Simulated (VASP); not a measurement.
# ZnS (F-43m) in VASP: further runs

The runs below take ZnS through single point, relaxation of cell and atoms, with PBEsol.

Program: VASP 6.6.1. These are calculated values, not measurements. Logs are shortened: lines on timing, memory, paths and dates and some standing lists are left out, and cuts for length are marked.

**Experimental background.**

From “Electronic, vibrational, and thermodynamic properties of ZnS (zincblende and rocksalt structure)”, 2009, arxiv:0911.5022, for a bulk crystal of ZnS at 19 K: band gap 3.85 eV (direct).

The runs below are set against these values where they give the same quantity.

**1. The cell of the first run**

The structure is cubic, space group F-43m (No. 216). Conventional cell: a = 5.356 Å, b = 5.356 Å, c = 5.356 Å, α = 90.00°, β = 90.00°, γ = 90.00°. Zn (site symmetry -43m) has 4 S at 2.32 Å within 3.1 Å. S (site symmetry -43m) has 4 Zn at 2.32 Å within 3.1 Å.

**2. Single point, PBEsol**

Input file INCAR:

```
SYSTEM = ZnS
PREC     = Accurate       ! precision mode
ENCUT    = 520            ! plane-wave cutoff, eV
EDIFF    = 1E-6           ! SCF threshold, eV
ISMEAR   = -1             ! smearing method
SIGMA    = 0.05           ! smearing width, eV
LREAL    = .FALSE.        ! projectors in reciprocal space
LASPH    = .TRUE.         ! aspherical terms in the spheres
NELM     = 80             ! most SCF steps
ALGO     = Normal         ! electronic algorithm
ISIF     = 2              ! what is computed and relaxed
LWAVE    = .FALSE.        ! write WAVECAR
LCHARG   = .FALSE.        ! write CHGCAR
GGA      = PS             ! functional
NBANDS   = 16             ! bands
```

Input file KPOINTS:

```
regular mesh
0
G
  9 9 9
  0 0 0
```

Input file POSCAR:

```
ZnS
1.0
    0.0000000000      2.6778582166      2.6778582166
    2.6778582166      0.0000000000      2.6778582166
    2.6778582166      2.6778582166      0.0000000000
Zn S
1 1
Direct
    0.7500000000      0.7500000000      0.7500000000
    0.0000000000      0.0000000000      0.0000000000
```

Potentials or basis: VASP PAW PBE potentials, release 64 (Zn, S).

Command:

```
$ cat potpaw_PBE.64/Zn/POTCAR potpaw_PBE.64/S/POTCAR > POTCAR
$ mpirun -np 1 vasp_std > vasp.out
```

OUTCAR:

```text
SYSTEM = ZnS
   PREC = Accurate
   ENCUT = 520
   EDIFF = 1E-6
   ISMEAR = -1
   LREAL = .FALSE.
   LASPH = .TRUE.
   NELM = 80
   ISIF = 2
   GGA = PS

 ion  position               nearest neighbor table
   1  0.750  0.750  0.750-   2 2.32   2 2.32   2 2.32   2 2.32
   2  0.000  0.000  0.000-   1 2.32   1 2.32   1 2.32   1 2.32

  LATTYP: Found a face centered cubic cell.
 ALAT       =     5.3557164332

  Lattice vectors:

 A1 = (   0.0000000000,   2.6778582166,   2.6778582166)
 A2 = (   2.6778582166,   0.0000000000,   2.6778582166)
 A3 = (   2.6778582166,   2.6778582166,   0.0000000000)

Analysis of symmetry for initial positions (statically):
=====================================================================
 Subroutine PRICEL returns:
 Original cell was already a primitive cell.

 Routine SETGRP: Setting up the symmetry group for a
 face centered cubic supercell.

 Subroutine GETGRP returns: Found 24 space group operations
 (whereof 24 operations were pure point group operations)
 out of a pool of 48 trial point group operations.

The static configuration has the point symmetry T_d .

Analysis of symmetry for dynamics (positions and initial velocities):
=====================================================================
 Subroutine PRICEL returns:
 Original cell was already a primitive cell.

 Routine SETGRP: Setting up the symmetry group for a
 face centered cubic supercell.

 Subroutine GETGRP returns: Found 24 space group operations
 (whereof 24 operations were pure point group operations)
 out of a pool of 48 trial point group operations.

The dynamic configuration has the point symmetry T_d .

 Subroutine INISYM returns: Found 24 space group operations
 (whereof 24 operations are pure point group operations),
 and found     1 'primitive' translations

----------------------------------------------------------------------------------------

                                     Primitive cell

  volume of cell :      38.4054

  direct lattice vectors                    reciprocal lattice vectors
     0.000000000  2.677858217  2.677858217    -0.186716383  0.186716383  0.186716383
     2.677858217  0.000000000  2.677858217     0.186716383 -0.186716383  0.186716383
     2.677858217  2.677858217  0.000000000     0.186716383  0.186716383 -0.186716383

  length of vectors
     3.787063408  3.787063408  3.787063408     0.323402262  0.323402262  0.323402262

[... 73 lines left out ...]
   ICHARG =      2    charge: 1-file 2-atom 10-const
   ISPIN  =      1    spin polarized calculation?
   LNONCOLLINEAR =      F non collinear calculations
   LSORBIT =      F    spin-orbit coupling
   LASPH  =      T    aspherical Exc in radial PAW
   ENCUT  =  520.0 eV  38.22 Ry    6.18 a.u.   7.04  7.04  7.04*2*pi/ulx,y,z
   NELM   =     80;   NELMIN=  2; NELMDL= -5     # of ELM steps
   EDIFF  = 0.1E-05   stopping-criterion for ELM
   LREAL  =      F    real-space projection
   EDIFFG = 0.1E-04   stopping-criterion for IOM
   NSW    =      0    number of steps for IOM
   IBRION =     -1    ionic relax: 0-MD 1-quasi-New 2-CG
   NFREE  =      0    steps in history (QN), initial steepest desc. (CG)
   ISIF   =      2    stress and relaxation
   ISYM   =      2    0-nonsym 1-usesym 2-fastsym
   POTIM  = 0.5000    time-step for ionic-motion
   TEBEG  =    0.0;   TEEND  =   0.0 temperature during run
   PSTRESS=    0.0 pullay stress
   NELECT =      18.0000    total number of electrons
   NUPDOWN=      -1.0000    fix difference up-down
   EMIN   =  10.00;   EMAX   =-10.00  energy-range for DOS
   EFERMI =   0.00;   METHOD = LEGACY
   ISMEAR =    -1;   SIGMA  =   0.05  broadening in eV -4-tet -1-fermi 0-gaus
   EFERMI_NEDOS =   21; number of points for ismear=-14 and -15
   IALGO  =     38    algorithm
   IMIX   =      4    mixing-type and parameters
     AMIX     =   0.40;   BMIX     =  1.00
     AMIX_MAG =   1.60;   BMIX_MAG =  1.00
  volume/ion in A,a.u.               =      19.20       129.59
  Fermi-wavevector in a.u.,A,eV,Ry     =   1.271651  2.403073 22.001946  1.617097
  Thomas-Fermi vector in A             =   2.404573
   LORBIT       =      0    0 simple, 1 ext, 2 COOP (PROOUT), +10 PAW based schemes
   GGA     = PS    functional components
   LHFCALC =     F    Hartree Fock is set to
   AEXX    =    0.0000 exact exchange contribution
   IVDW    =     0    specifies the selected vdW correction
   LEPSILON=     F    determine dielectric tensor
   LRPA    =     F    only Hartree local field effects (RPA)
 non-spin polarized calculation
  energy-cutoff  :      520.00
  volume of cell :       38.41
 maximum number of plane-waves:      1044
   NGX = 15   NGY = 15   NGZ = 15

 number of electron      18.0000016 magnetization

 Free energy of the ion-electron system (eV)
  ---------------------------------------------------
  ext. energy  EPLUGINS =         0.00000000
  ---------------------------------------------------
  free energy    TOTEN  =        -7.58882316 eV

  energy without entropy =       -7.58882316  energy(sigma->0) =       -7.58882316

 E-fermi :   3.2738     XC(G=0):  -9.9768

 val. band max:        2.2684699174   @ k =   0.0000   0.0000   0.0000
 cond. band min:       4.3631156314   @ k =   0.0000   0.0000   0.0000
 fundamental gap:      2.0946457140
 Fermi energy:         3.2738123334

 k-point     1 :       0.0000    0.0000    0.0000
  band No.  band energies     occupation
      1     -11.0793      2.00000
      2      -4.2161      2.00000
      3      -4.2161      2.00000
      4      -4.2161      2.00000
      5      -3.6845      2.00000
      6      -3.6845      2.00000
[... 433 lines left out ...]
      3      -3.8655      2.00000
      4      -3.8655      2.00000
      5      -3.6052      2.00000
      6      -3.5256      2.00000
[... 8 lines left out ...]
     15      15.9414      0.00000
     16      17.3755      0.00000

 [... further k-points ...]
[... 5 lines left out ...]
  --------------------------------------------------------------------------------------
  -------------------------------------------------------------------------------------
  Total        0.0555882      0.0555882      0.0555882      0.0000000      0.0000000      0.0000000
  in kB        2.3189971      2.3189971      2.3189971      0.0000000      0.0000000      0.0000000
  external PRESSURE =       2.3189971 kB  Pullay stress =       0.0000000 kB

 VOLUME and BASIS-vectors are now :
 -----------------------------------------------------------------------------
  energy-cutoff  :      520.00
  volume of cell :       38.41
      direct lattice vectors                 reciprocal lattice vectors
     0.000000000  2.677858217  2.677858217    -0.186716383  0.186716383  0.186716383
     2.677858217  0.000000000  2.677858217     0.186716383 -0.186716383  0.186716383
     2.677858217  2.677858217  0.000000000     0.186716383  0.186716383 -0.186716383

 POSITION                                       TOTAL-FORCE (eV/Angst)
 -----------------------------------------------------------------------------------
      4.01679      4.01679      4.01679         0.000000      0.000000     -0.000000
      0.00000      0.00000      0.00000        -0.000000     -0.000000      0.000000
 -----------------------------------------------------------------------------------
    total drift:                                0.000002      0.000002      0.000002

  FREE ENERGIE OF THE ION-ELECTRON SYSTEM (eV)
  ---------------------------------------------------
  free  energy   TOTEN  =        -7.5888231572 eV

  energy  without entropy=       -7.5888231572  energy(sigma->0) =       -7.58882316
```

OSZICAR:

```text
N       E                     dE             d eps       ncg     rms          rms(c)
DAV:   1     0.819506879453E+02    0.81951E+02   -0.85681E+03  1120   0.134E+03
DAV:   2    -0.298400568896E+01   -0.84935E+02   -0.79161E+02  1328   0.258E+02
DAV:   3    -0.794821289342E+01   -0.49642E+01   -0.49454E+01  1400   0.595E+01
DAV:   4    -0.799647712105E+01   -0.48264E-01   -0.48255E-01  1360   0.617E+00
DAV:   5    -0.799699163394E+01   -0.51451E-03   -0.51450E-03  1416   0.601E-01    0.701E+00
DAV:   6    -0.761267345588E+01    0.38432E+00   -0.78980E-01  1592   0.328E+01    0.549E+00
DAV:   7    -0.759232855175E+01    0.20345E-01   -0.24272E-01  1416   0.492E+00    0.264E+00
DAV:   8    -0.758894403114E+01    0.33845E-02   -0.52683E-03  1536   0.967E-01    0.620E-01
DAV:   9    -0.758874819578E+01    0.19584E-03   -0.98243E-04  1464   0.269E-01    0.908E-02
DAV:  10    -0.758883199270E+01   -0.83797E-04   -0.16166E-04  1392   0.919E-02    0.243E-02
DAV:  11    -0.758882280600E+01    0.91867E-05   -0.28002E-05  1328   0.427E-02    0.539E-03
DAV:  12    -0.758882315724E+01   -0.35124E-06   -0.33966E-06  1432   0.137E-02
   1 F= -.75888232E+01 E0= -.75888232E+01  d E =-.276600E-10
```

Wall time 18 s (1 thread of Intel Xeon 8259CL, shared host); peak memory 0.16 GiB.

Results:

```
Free energy            : -7.5888 eV
Pressure               : 0.2 GPa
Band gap on the k mesh : 2.09 eV
```

Caveat: the PAW data sets were made with another functional, which shifts forces and pressure a little.

**3. Relaxation of cell and atoms, PBEsol, target pressure 5 GPa, at which the enthalpy is minimised**

This run uses another cell than the first one, of 19.73 Å³/atom.

Input file INCAR:

```
ALGO     = Normal         # electronic algorithm
EDIFF    = 1E-6           # SCF threshold, eV
EDIFFG   = -0.01          # ionic threshold
ENCUT    = 600            # plane-wave cutoff, eV
GGA      = PS             # functional
IBRION   = 2              # ionic algorithm
ISIF     = 3              # what is computed and relaxed
ISMEAR   = -1             # smearing method
LASPH    = T              # aspherical terms in the spheres
LCHARG   = F              # write CHGCAR
LREAL    = F              # projectors in reciprocal space
LWAVE    = F              # write WAVECAR
NELM     = 60             # most SCF steps
NSW      = 80             # ionic steps
PREC     = Accurate       # precision mode
PSTRESS  = 50.0         
SIGMA    = 0.05           # smearing width, eV
```

Input file KPOINTS:

```
k-points
0
Gamma
  9 9 9
```

Input file POSCAR:

```
ZnS
1.0
    0.0000000000      2.7020000000      2.7020000000
    2.7020000000      0.0000000000      2.7020000000
    2.7020000000      2.7020000000      0.0000000000
Zn S
1 1
Direct
    0.7500000000      0.7500000000      0.7500000000
    0.0000000000      0.0000000000      0.0000000000
```

Potentials or basis: VASP PAW PBE potentials, release 64 (Zn, S).

Command:

```
$ cat potpaw_PBE.64/Zn/POTCAR potpaw_PBE.64/S/POTCAR > POTCAR
$ mpirun -np 1 vasp_std > vasp.out
```

OUTCAR:

```text
EDIFF = 1E-6
   EDIFFG = -0.01
   ENCUT = 600
   GGA = PS
   IBRION = 2
   ISIF = 3
   ISMEAR = -1
   LASPH = T
   LREAL = F
   NELM = 60
   NSW = 80
   PREC = Accurate
   PSTRESS = 50.0

 ion  position               nearest neighbor table
   1  0.750  0.750  0.750-   2 2.34   2 2.34   2 2.34   2 2.34
   2  0.000  0.000  0.000-   1 2.34   1 2.34   1 2.34   1 2.34

  LATTYP: Found a face centered cubic cell.
 ALAT       =     5.4040000000

  Lattice vectors:

 A1 = (   0.0000000000,   2.7020000000,   2.7020000000)
 A2 = (   2.7020000000,   0.0000000000,   2.7020000000)
 A3 = (   2.7020000000,   2.7020000000,   0.0000000000)

Analysis of symmetry for initial positions (statically):
=====================================================================
 Subroutine PRICEL returns:
 Original cell was already a primitive cell.

 Routine SETGRP: Setting up the symmetry group for a
 face centered cubic supercell.

 Subroutine GETGRP returns: Found 24 space group operations
 (whereof 24 operations were pure point group operations)
 out of a pool of 48 trial point group operations.

The static configuration has the point symmetry T_d .

Analysis of symmetry for dynamics (positions and initial velocities):
=====================================================================
 Subroutine PRICEL returns:
 Original cell was already a primitive cell.

 Routine SETGRP: Setting up the symmetry group for a
 face centered cubic supercell.

 Subroutine GETGRP returns: Found 24 space group operations
 (whereof 24 operations were pure point group operations)
 out of a pool of 48 trial point group operations.

The dynamic configuration has the point symmetry T_d .

 Subroutine INISYM returns: Found 24 space group operations
 (whereof 24 operations are pure point group operations),
 and found     1 'primitive' translations

----------------------------------------------------------------------------------------

                                     Primitive cell

  volume of cell :      39.4535

  direct lattice vectors                    reciprocal lattice vectors
[... 97 lines left out ...]
   PSTRESS=   50.0 pullay stress
   NELECT =      18.0000    total number of electrons
   NUPDOWN=      -1.0000    fix difference up-down
   EMIN   =  10.00;   EMAX   =-10.00  energy-range for DOS
   EFERMI =   0.00;   METHOD = LEGACY
   ISMEAR =    -1;   SIGMA  =   0.05  broadening in eV -4-tet -1-fermi 0-gaus
   EFERMI_NEDOS =   21; number of points for ismear=-14 and -15
   IALGO  =     38    algorithm
   IMIX   =      4    mixing-type and parameters
     AMIX     =   0.40;   BMIX     =  1.00
     AMIX_MAG =   1.60;   BMIX_MAG =  1.00
  volume/ion in A,a.u.               =      19.73       133.12
  Fermi-wavevector in a.u.,A,eV,Ry     =   1.260290  2.381602 21.610537  1.588330
  Thomas-Fermi vector in A             =   2.393807
   LORBIT       =      0    0 simple, 1 ext, 2 COOP (PROOUT), +10 PAW based schemes
   GGA     = PS    functional components
   LHFCALC =     F    Hartree Fock is set to
   AEXX    =    0.0000 exact exchange contribution
   IVDW    =     0    specifies the selected vdW correction
   LEPSILON=     F    determine dielectric tensor
   LRPA    =     F    only Hartree local field effects (RPA)
 conjugate gradient relaxation of ions
 non-spin polarized calculation
  energy-cutoff  :      600.00
  volume of cell :       39.45
 maximum number of plane-waves:      1363
   NGX = 15   NGY = 15   NGZ = 15

--------------------------------------- Ionic step        1  -------------------------------------------

 number of electron      17.9999998 magnetization

 Free energy of the ion-electron system (eV)
  ---------------------------------------------------
  ext. energy  EPLUGINS =         0.00000000
  ---------------------------------------------------
  free energy    TOTEN  =        -7.58386512 eV

  energy without entropy =       -7.58386512  energy(sigma->0) =       -7.58386512

 E-fermi :   2.9697     XC(G=0):  -9.8501

 val. band max:        2.0123647333   @ k =   0.0000   0.0000   0.0000
 cond. band min:       3.9904217514   @ k =   0.0000   0.0000   0.0000
 fundamental gap:      1.9780570182
 Fermi energy:         2.9696568021

 k-point     1 :       0.0000    0.0000    0.0000
  band No.  band energies     occupation
      1     -11.1421      2.00000
      2      -4.3593      2.00000
      3      -4.3592      2.00000
      4      -4.3592      2.00000
      5      -3.8600      2.00000
      6      -3.8600      2.00000
      7       2.0124      2.00000
      8       2.0124      2.00000
      9       2.0124      2.00000
     10       3.9904      0.00000
     11       8.3207      0.00000
     12       8.3208      0.00000
     13       8.3208      0.00000
[... 443 lines left out ...]
--------------------------------------- Ionic step        3  -------------------------------------------

 number of electron      18.0000005 magnetization

 Free energy of the ion-electron system (eV)
  ---------------------------------------------------
  ext. energy  EPLUGINS =         0.00000000
  ---------------------------------------------------
  free energy    TOTEN  =        -7.55802092 eV

  energy without entropy =       -7.55802092  energy(sigma->0) =       -7.55802092

 E-fermi :   3.7673     XC(G=0): -10.2308

 val. band max:        2.7983015368   @ k =   0.0000   0.0000   0.0000
 cond. band min:       5.1298642920   @ k =   0.0000   0.0000   0.0000
 fundamental gap:      2.3315627552
 Fermi energy:         3.7673159656

 k-point     1 :       0.0000    0.0000    0.0000
  band No.  band energies     occupation
      1     -10.9537      2.00000
      2      -3.9362      2.00000
      3      -3.9362      2.00000
      4      -3.9362      2.00000
      5      -3.3378      2.00000
      6      -3.3378      2.00000
      7       2.7983      2.00000
      8       2.7983      2.00000
      9       2.7983      2.00000
     10       5.1299      0.00000
     11       9.0360      0.00000
     12       9.0360      0.00000
     13       9.0360      0.00000
[... 401 lines left out ...]
  energy  without entropy=       -7.5580209235  energy(sigma->0) =       -7.55802092

  enthalpy is  TOTEN    =        -6.4216181933 eV   P V=        1.1364027303

 reached required accuracy - stopping structural energy minimisation
```

It took 49 s on 1 thread of Intel Xeon 8259CL, shared host; peak memory 0.2 GiB.

What came out:

```yaml
Free_energy: -7.5580 eV
Relaxed_volume: 18.21 Å³/atom
Relaxed_cell: a = 3.720 Å, b = 3.720 Å, c = 3.720 Å, α = 60.00°, β = 60.00°, γ = 60.00°
Space_group_after_relaxing_to_0.1_Å: F-43m (No. 216)
Energy_change_on_relaxing_the_run_minimises_the_enthalpy: +12.9 meV/atom
Ionic_steps: 3
Pressure_after_relaxing: 5.0 GPa
Band_gap_on_the_k_mesh: 2.33 eV
```

The path:
```
step  energy change (eV)  largest force (eV/Å)  pressure (GPa)  volume (Å³)
   1              0.0000                0.0000           -1.74        39.45
   2              0.0942                0.0000            9.72        34.90
   3              0.0258                0.0000            5.01        36.41
```

Final structure:
```yaml
crystal:
  lattice:
    - [0.00000, 2.63076, 2.63076]
    - [2.63076, 0.00000, 2.63076]
    - [2.63076, 2.63076, 0.00000]
  atoms:
    - { symbol: Zn, position: [0.75000, 0.75000, 0.75000] }
    - { symbol: S, position: [0.00000, 0.00000, 0.00000] }
```

Levels at points of the mesh, in eV from the valence-band top:
```csv
k point,band 6,band 7,band 8,band 9,band 10,band 11,band 12,band 13
"(0.00, 0.00, 0.00)",-6.14,0.00,0.00,0.00,2.33,6.24,6.24,6.24
```

Caveat: the cell is relaxed towards a set pressure, so the run minimises the enthalpy, not the energy; the PAW data sets were made with another functional, which shifts forces and pressure a little.

**4. Against experiment**

Step 2. Measured gap of ZnS: 3.85 eV (direct; 19 K; quoted in “Electronic, vibrational, and thermodynamic properties of ZnS (zincblende and rocksalt structure)”, 2009, arxiv:0911.5022). This calculation gives 2.09 eV (-1.76 eV). The value is that of PBEsol, without temperature or zero-point motion. Semilocal functionals fall short of measured gaps as a rule.
